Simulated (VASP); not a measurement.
# In7CoAs8 (F-43m) in VASP: single point with PBEsol+U

Aim: the single point of In7CoAs8 with PBEsol+U.

Everything below comes from runs of VASP 6.6.1. Logs are shortened: lines on timing, memory, paths and dates and some standing lists are left out, and cuts for length are marked.

**1. The cell of the first run**

The structure is cubic, space group F-43m (No. 216). Conventional cell: a = 12.116 Å, b = 12.116 Å, c = 12.116 Å, α = 90.00°, β = 90.00°, γ = 90.00°. Co (site symmetry -43m) has 4 As at 2.46 Å within 3.2 Å. In (site symmetry 2mm) has 4 As at 2.64 to 2.66 Å within 3.5 Å. In (site symmetry -43m) has 4 As at 2.63 Å within 3.5 Å. As (site symmetry 3m) has 1 Co at 2.46 Å and 3 In at 2.66 Å within 3.2 Å. Within 3.5 Å of As (site symmetry 3m) lie 4 In at 2.63 to 2.64 Å.

**2. Single point, PBEsol+U, collinear spin**

Input file INCAR:

```
ALGO = Normal
EDIFF = 1E-7
ENCUT = 520
GGA = PS
ISIF = 2
ISMEAR = 0
ISPIN = 2
LASPH = True
LCHARG = False
LDAU = True
LDAUJ = 0 0 0
LDAUL = 2 -1 -1
LDAUPRINT = 1
LDAUTYPE = 2
LDAUU = 4 0 0
LMAXMIX = 4
LORBIT = 11
LREAL = Auto
LWAVE = False
MAGMOM = 2.54 0 0 0 0 0 0 0 -0.04 -0.04 -0.04 -0.04 -0.04 -0.04 -0.04 -0.04
NBANDS = 88
NELM = 150
PREC = Accurate
SIGMA = 0.05
```

Input file KPOINTS:

```
k-points
0
Gamma
  3 3 3
```

Input file POSCAR:

```
In7CoAs8
1.0
    0.0000000000      6.0580000000      6.0580000000
    6.0580000000      0.0000000000      6.0580000000
    6.0580000000      6.0580000000      0.0000000000
Co In As
1 7 8
Direct
    0.0000000000      0.0000000000      1.0000000000
    0.0033947217      0.0033947217      0.4966052783
    0.0033947217      0.4966052783      0.0033947217
    0.0033947217      0.4966052783      0.4966052783
    0.4966052783      0.0033947217      0.0033947217
    0.4966052783      0.0033947217      0.4966052783
    0.4966052783      0.4966052783      0.0033947217
    0.5000000000      0.5000000000      0.5000000000
    0.1172760432      0.1172760432      0.1172760432
    0.1172760432      0.1172760432      0.6481718705
    0.1172760432      0.6481718705      0.1172760432
    0.1236636802      0.6254454399      0.6254454399
    0.6481718705      0.1172760432      0.1172760432
    0.6254454399      0.1236636802      0.6254454399
    0.6254454399      0.6254454399      0.1236636802
    0.6254454399      0.6254454399      0.6254454399
```

Potentials or basis: VASP PAW PBE potentials, release 64 (Co, In_d, As).

Run with:

```console
cat potpaw_PBE.64/Co/POTCAR potpaw_PBE.64/In_d/POTCAR potpaw_PBE.64/As/POTCAR > POTCAR
mpirun -np 1 vasp_std > vasp.out
```

OUTCAR:

```text
EDIFF = 1E-7
   ENCUT = 520
   GGA = PS
   ISIF = 2
   ISMEAR = 0
   ISPIN = 2
   LASPH = True
   LORBIT = 11
   LREAL = Auto
   NELM = 150
   PREC = Accurate

 ion  position               nearest neighbor table
   1  0.000  0.000  0.000-  10 2.46  11 2.46  13 2.46   9 2.46
   2  0.003  0.003  0.497-  12 2.64  14 2.64   9 2.66  10 2.66
   3  0.003  0.497  0.003-  12 2.64  15 2.64   9 2.66  11 2.66
   4  0.003  0.497  0.497-  12 2.64  16 2.64  10 2.66  11 2.66
   5  0.497  0.003  0.003-  14 2.64  15 2.64   9 2.66  13 2.66
   6  0.497  0.003  0.497-  14 2.64  16 2.64  10 2.66  13 2.66
[... 8 lines left out ...]
  15  0.625  0.625  0.124-   8 2.63   7 2.64   3 2.64   5 2.64
  16  0.625  0.625  0.625-   8 2.63   6 2.64   7 2.64   4 2.64

  LATTYP: Found a face centered cubic cell.
 ALAT       =    12.1160000000

  Lattice vectors:

 A1 = (   0.0000000000,   6.0580000000,   6.0580000000)
 A2 = (   6.0580000000,   0.0000000000,   6.0580000000)
 A3 = (   6.0580000000,   6.0580000000,   0.0000000000)

Analysis of symmetry for initial positions (statically):
=====================================================================
 Subroutine PRICEL returns:
 Original cell was already a primitive cell.

 Routine SETGRP: Setting up the symmetry group for a
 face centered cubic supercell.

 Subroutine GETGRP returns: Found 24 space group operations
 (whereof 24 operations were pure point group operations)
 out of a pool of 48 trial point group operations.

The static configuration has the point symmetry T_d .

Analysis of symmetry for dynamics (positions and initial velocities):
=====================================================================
 Subroutine PRICEL returns:
 Original cell was already a primitive cell.

 Routine SETGRP: Setting up the symmetry group for a
 face centered cubic supercell.

 Subroutine GETGRP returns: Found 24 space group operations
 (whereof 24 operations were pure point group operations)
 out of a pool of 48 trial point group operations.

The dynamic configuration has the point symmetry T_d .

Analysis of structural, dynamic, and magnetic symmetry:
=====================================================================
 Subroutine PRICEL returns:
 Original cell was already a primitive cell.

 Routine SETGRP: Setting up the symmetry group for a
 face centered cubic supercell.

 Subroutine GETGRP returns: Found 24 space group operations
 (whereof 24 operations were pure point group operations)
 out of a pool of 48 trial point group operations.

The overall configuration has the point symmetry T_d .

 Subroutine INISYM returns: Found 24 space group operations
 (whereof 24 operations are pure point group operations),
 and found     1 'primitive' translations

----------------------------------------------------------------------------------------

                                     Primitive cell

  volume of cell :     444.6495

  direct lattice vectors                    reciprocal lattice vectors
     0.000000000  6.058000000  6.058000000    -0.082535490  0.082535490  0.082535490
     6.058000000  0.000000000  6.058000000     0.082535490 -0.082535490  0.082535490
     6.058000000  6.058000000  0.000000000     0.082535490  0.082535490 -0.082535490

  length of vectors
     8.567305761  8.567305761  8.567305761     0.142955663  0.142955663  0.142955663

  position of ions in fractional coordinates (direct lattice)
     0.000000000  0.000000000  0.000000000
     0.003394722  0.003394722  0.496605278
     0.003394722  0.496605278  0.003394722
     0.003394722  0.496605278  0.496605278
     0.496605278  0.003394722  0.003394722
     0.496605278  0.003394722  0.496605278
[... 8 lines left out ...]
     0.625445440  0.625445440  0.123663680
     0.625445440  0.625445440  0.625445440

[... 98 lines left out ...]
   GGA     = PS    functional components
   LHFCALC =     F    Hartree Fock is set to
   AEXX    =    0.0000 exact exchange contribution
   IVDW    =     0    specifies the selected vdW correction
   LEPSILON=     F    determine dielectric tensor
   LRPA    =     F    only Hartree local field effects (RPA)
 spin polarized calculation
 Gauss-broadening in eV      SIGMA  =   0.05
  energy-cutoff  :      520.00
  volume of cell :      444.65
 maximum number of plane-waves:     12039
   NGX = 31   NGY = 31   NGZ = 31

atom =   1  type =  1  l = 2

 onsite density matrix

spin component  1

  0.9487 -0.0000  0.0000 -0.0000 -0.0000
 -0.0000  0.9487 -0.0000  0.0000  0.0000
  0.0000 -0.0000  0.9456 -0.0000 -0.0000
 -0.0000  0.0000 -0.0000  0.9487  0.0000
 -0.0000  0.0000 -0.0000  0.0000  0.9456

spin component  2

  0.1836  0.0000 -0.0000 -0.0000  0.0000
  0.0000  0.1836  0.0000 -0.0000 -0.0000
 -0.0000  0.0000  0.9305  0.0000  0.0000
 -0.0000 -0.0000  0.0000  0.1836  0.0000
  0.0000 -0.0000  0.0000  0.0000  0.9305

 occupancies and eigenvectors

  o =  0.1836  v =  0.0000  0.0000  0.0000  0.0000  0.0000  1.0000  0.0000  0.0000  0.0000  0.0000      0.0000  0.0000  0.0000  0.0000  0.0000  0.0000  0.0000  0.0000  0.0000  0.0000
  o =  0.1836  v =  0.0000  0.0000  0.0000  0.0000  0.0000  0.0000 -0.8669  0.0000  0.4985 -0.0000      0.0000  0.0000  0.0000  0.0000  0.0000  0.0000  0.0000  0.0000  0.0000  0.0000
  o =  0.1836  v =  0.0000  0.0000  0.0000  0.0000  0.0000  0.0000  0.4985 -0.0000  0.8669 -0.0000      0.0000  0.0000  0.0000  0.0000  0.0000  0.0000  0.0000  0.0000  0.0000  0.0000
  o =  0.9305  v =  0.0000  0.0000  0.0000  0.0000  0.0000  0.0000 -0.0000  0.0116  0.0000  0.9999      0.0000  0.0000  0.0000  0.0000  0.0000  0.0000  0.0000  0.0000  0.0000  0.0000
  o =  0.9305  v =  0.0000  0.0000  0.0000  0.0000  0.0000  0.0000  0.0000  0.9999  0.0000 -0.0116      0.0000  0.0000  0.0000  0.0000  0.0000  0.0000  0.0000  0.0000  0.0000  0.0000
  o =  0.9456  v =  0.0000  0.0000 -0.9968 -0.0000 -0.0798  0.0000  0.0000  0.0000  0.0000  0.0000      0.0000  0.0000  0.0000  0.0000  0.0000  0.0000  0.0000  0.0000  0.0000  0.0000
  o =  0.9456  v =  0.0000 -0.0000 -0.0798 -0.0000  0.9968  0.0000  0.0000  0.0000  0.0000  0.0000      0.0000  0.0000  0.0000  0.0000  0.0000  0.0000  0.0000  0.0000  0.0000  0.0000
  o =  0.9487  v =  1.0000  0.0000  0.0000  0.0000  0.0000  0.0000  0.0000  0.0000  0.0000  0.0000      0.0000  0.0000  0.0000  0.0000  0.0000  0.0000  0.0000  0.0000  0.0000  0.0000
  o =  0.9487  v =  0.0000  0.9472  0.0000  0.3207  0.0000  0.0000  0.0000  0.0000  0.0000  0.0000      0.0000  0.0000  0.0000  0.0000  0.0000  0.0000  0.0000  0.0000  0.0000  0.0000
  o =  0.9487  v =  0.0000 -0.3207 -0.0000  0.9472 -0.0000  0.0000  0.0000  0.0000  0.0000  0.0000      0.0000  0.0000  0.0000  0.0000  0.0000  0.0000  0.0000  0.0000  0.0000  0.0000

 number of electron     140.0000028 magnetization       2.0022221

 Free energy of the ion-electron system (eV)
  ---------------------------------------------------
  ext. energy  EPLUGINS =         0.00000000
  ---------------------------------------------------
  free energy    TOTEN  =       -68.41561375 eV

  energy without entropy =      -68.40978379  energy(sigma->0) =      -68.41269877

 E-fermi :   3.8027     XC(G=0):  -9.1989

 val. band max:        3.7198013780   @ k =   0.0000   0.0000   0.0000
 cond. band min:       3.8177263464   @ k =  -0.3333   0.3333   0.0000
 fundamental gap:      0.0979249684
 Fermi energy:         3.8027272440

 spin component 1

 k-point     1 :       0.0000    0.0000    0.0000
  band No.  band energies     occupation
      1     -10.4415      1.00000
      2     -10.4415      1.00000
      3     -10.4415      1.00000
      4     -10.4056      1.00000
      5     -10.3484      1.00000
      6     -10.3484      1.00000
[... 329 lines left out ...]
     81       7.5342      0.00000
     82       7.5370      0.00000
 Fermi energy:         3.8027272440

 spin component 2

 k-point     1 :       0.0000    0.0000    0.0000
  band No.  band energies     occupation
      1     -10.4462      1.00000
      2     -10.4462      1.00000
      3     -10.4462      1.00000
      4     -10.4107      1.00000
      5     -10.3508      1.00000
      6     -10.3508      1.00000
[... 329 lines left out ...]
     81       7.5479      0.00000
     82       7.5702      0.00000
 [bands above 82 left out]

------------------------ aborting loop because EDIFF is reached ----------------------------------------

  FORCE on cell =-STRESS in cart. coord.  units (eV):
  Direction    XX          YY          ZZ          XY          YZ          ZX
  --------------------------------------------------------------------------------------
  -------------------------------------------------------------------------------------
  Total       -3.6218221     -3.6218221     -3.6218221      0.0000000      0.0000000     -0.0000000
  in kB      -13.0502820    -13.0502820    -13.0502820      0.0000000      0.0000000     -0.0000000
  external PRESSURE =     -13.0502820 kB  Pullay stress =       0.0000000 kB

 VOLUME and BASIS-vectors are now :
 -----------------------------------------------------------------------------
  energy-cutoff  :      520.00
  volume of cell :      444.65
      direct lattice vectors                 reciprocal lattice vectors
     0.000000000  6.058000000  6.058000000    -0.082535490  0.082535490  0.082535490
     6.058000000  0.000000000  6.058000000     0.082535490 -0.082535490  0.082535490
     6.058000000  6.058000000  0.000000000     0.082535490  0.082535490 -0.082535490

 POSITION                                       TOTAL-FORCE (eV/Angst)
 -----------------------------------------------------------------------------------
      0.00000      0.00000      0.00000        -0.000000      0.000000      0.000000
      3.02900      3.02900      0.04113         0.000000      0.000000      0.051517
      3.02900      0.04113      3.02900         0.000000      0.051517      0.000000
      6.01687      3.02900      3.02900        -0.051517      0.000000      0.000000
      0.04113      3.02900      3.02900         0.051517      0.000000      0.000000
      3.02900      6.01687      3.02900         0.000000     -0.051517      0.000000
[... 8 lines left out ...]
      4.53810      4.53810      7.57790        -0.011286     -0.011286      0.011286
      7.57790      7.57790      7.57790         0.011286      0.011286      0.011286
 -----------------------------------------------------------------------------------
    total drift:                                0.000001      0.000001      0.000001

  FREE ENERGIE OF THE ION-ELECTRON SYSTEM (eV)
  ---------------------------------------------------
  free  energy   TOTEN  =       -68.4156137488 eV

  energy  without entropy=      -68.4097837881  energy(sigma->0) =      -68.41269877

 total charge

# of ion       s       p       d       tot
------------------------------------------
    1        0.411   0.362   7.128   7.901
    2        0.850   0.703   9.882  11.435
    3        0.850   0.703   9.882  11.435
    4        0.850   0.703   9.882  11.435
    5        0.850   0.703   9.882  11.435
    6        0.850   0.703   9.882  11.435
[... 8 lines left out ...]
   15        1.226   1.542   0.021   2.788
   16        1.226   1.542   0.021   2.788
--------------------------------------------------
tot         16.182  17.532  76.479 110.192

 magnetization (x)

# of ion       s       p       d       tot
------------------------------------------
    1        0.025   0.037   2.324   2.386
    2        0.006  -0.002  -0.003   0.001
    3        0.006  -0.002  -0.003   0.001
    4        0.006  -0.002  -0.003   0.001
    5        0.006  -0.002  -0.003   0.001
    6        0.006  -0.002  -0.003   0.001
[... 8 lines left out ...]
   15       -0.000  -0.036  -0.000  -0.036
   16       -0.000  -0.036  -0.000  -0.036
--------------------------------------------------
tot          0.077  -0.306   2.306   2.077
```

Wall time 13 min (1 thread of Intel Xeon Platinum 8488C (Sapphire Rapids), shared host); peak memory 0.87 GiB.

Results:

- Free energy: -68.4156 eV
- Pressure: -1.3 GPa
- Largest force: 0.052 eV/Å
- Band gap on the k mesh: zero (filled and empty bands overlap)
- Net moment: 2.00 μB per cell
- Site moments: Co +2.39; In +0.00, -0.01 (each value once); As -0.04 μB
- Valence electrons inside the program's atomic spheres: Co 7.90; In 11.44, 11.46 (each value once); As 2.77, 2.79 (each value once)

Forces on the atoms (eV/Å):
```
Co   0.000  0.000  0.000
In   0.000  0.000  0.052
In   0.000  0.052  0.000
In  -0.052  0.000  0.000
In   0.052  0.000  0.000
In   0.000 -0.052  0.000
In   0.000  0.000 -0.052
In   0.000  0.000  0.000
As  -0.001 -0.001 -0.001
As   0.001  0.001 -0.001
As   0.001 -0.001  0.001
As   0.011 -0.011 -0.011
As  -0.001  0.001  0.001
As  -0.011  0.011 -0.011
As  -0.011 -0.011  0.011
As   0.011  0.011  0.011
```

Eigenvalues of the final occupation matrices:
```
    site  spin  trace               eigenvalues
site 1 d     1   4.74  0.95 0.95 0.95 0.95 0.95
site 1 d     2   2.41  0.18 0.18 0.18 0.93 0.93
```

Caveat: the PAW data sets were made with another functional, which shifts forces and pressure a little; spin-orbit coupling is left out, which moves the levels of the heavy elements; a cell with one magnetic atom can't hold antiferromagnetic order, which such compounds often take; the U is typed as a test and isn't derived for this compound.

The gap in the log of VASP goes by the Fermi energy; the results here count the filled bands.